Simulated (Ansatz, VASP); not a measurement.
ScNi3Ir in VASP and in Ansatz

```
Sc Ni Ir
1.0
     4.50477    0.00000    0.00000
     0.00000    4.50477    0.00000
     0.00000    0.00000    4.50477
Sc Ni Ir
1 3 1
Direct
  0.00000 0.00000 0.00000
  0.00000 0.50000 0.50000
  0.50000 0.00000 0.50000
  0.50000 0.50000 0.00000
  0.50000 0.50000 0.50000
```

Alike in both runs: functional PBE; k mesh 4 × 4 × 4; occupations gaussian, width 0.1 eV; no spin polarisation.

Ansatz relaxed the structure, and its values are those at the end. VASP's run is a single point on that final structure, the one shown.

|  | VASP | Ansatz |
| --- | --- | --- |
| version | VASP 6.6.1 | Ansatz 0.2.0 |
| potentials or method | VASP PAW PBE potentials, release 64 (Sc_sv, Ni, Ir), cutoff 520 eV | scalar-relativistic, plane waves, PAW |
| valence electrons in the cell | 50 | 82 |

VASP gave:

- gap on the k mesh at the Fermi level (eV): none
- pressure (GPa): 0.1

What did Ansatz give for the same quantities?

gap on the k mesh at the Fermi level (eV): none; pressure (GPa): 0.2.

A gap of «none» marks a metal or a gap that the smearing closes. VASP's potentials hold 50 valence electrons a cell and Ansatz's 82, so a difference there can come from the potentials and not from the codes.

Neither program's run includes spin-orbit coupling.
